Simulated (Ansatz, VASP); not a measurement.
One calculation of ZnS, two programs

File INCAR:

```
SYSTEM = ZnS
ALGO = Normal ; EDIFF = 1E-6
ENCUT = 520 ; GGA = PE
ISIF = 2 ; ISMEAR = 0
LASPH = .TRUE. ; LCHARG = .FALSE.
LREAL = .FALSE. ; LWAVE = .FALSE.
NBANDS = 16 ; NELM = 100
PREC = Accurate ; SIGMA = 0.02
```

The input KPOINTS:

```
k-points
0
G
  10 10 10
  0 0 0
```

File POSCAR:

```
ZnS
1.0
    0.0000000000      2.7046500000      2.7046500000
    2.7046500000      0.0000000000      2.7046500000
    2.7046500000      2.7046500000      0.0000000000
Zn S
1 1
Direct
    0.0277300205     -0.0277300205      0.0277300205
    0.7500000000      0.7500000000      0.7500000000
```

Input for Ansatz:

```yaml
crystal:
  lattice:
    - [0.0, 2.70465, 2.70465]
    - [2.70465, 0.0, 2.70465]
    - [2.70465, 2.70465, 0.0]
  atoms:
    - { symbol: Zn, position: [0.0277300205, -0.0277300205, 0.0277300205] }
    - { symbol: S, position: [0.75, 0.75, 0.75] }
basis:
  ecutwfc: 420
kpoints:
  mp_grid: { grid: [10, 10, 10] }
hamiltonian:
  xc: pbe
scf:
  occupations: { method: gaussian, width: 0.02 }
output:
  forces: true
  stress: true
  eigenvalues: true
  populations: true
```

Change from the starting cell: one atom moved.

Alike in both runs: task single point; functional PBE; k mesh 10 × 10 × 10; occupations gaussian, width 0.02 eV; no spin polarisation.

|  | VASP | Ansatz |
| --- | --- | --- |
| version | VASP 6.6.1 | Ansatz 0.2.0 |
| potentials or method | VASP PAW PBE potentials, release 64 (Zn, S), cutoff 520 eV | scalar-relativistic, plane waves, PAW |
| valence electrons in the cell | 18 | 18 |

```csv
,VASP,Ansatz,Ansatz less VASP
gap on the k mesh at the Fermi level (eV),2.03,2.02,-0.007
least direct gap on the mesh (eV),2.03,2.02,-0.007
pressure (GPa),2.3,2.1,-0.17
"traceless stress, the component that is largest in VASP (GPa)",-3.48,-3.43,+0.052
rms of the force components (eV/Å),0.493,0.489,-0.0039
```

Atom by atom the forces differ by 0.004 eV/Å (rms over components). With one functional, cell and mesh, what is left measures potentials, basis and numerics.
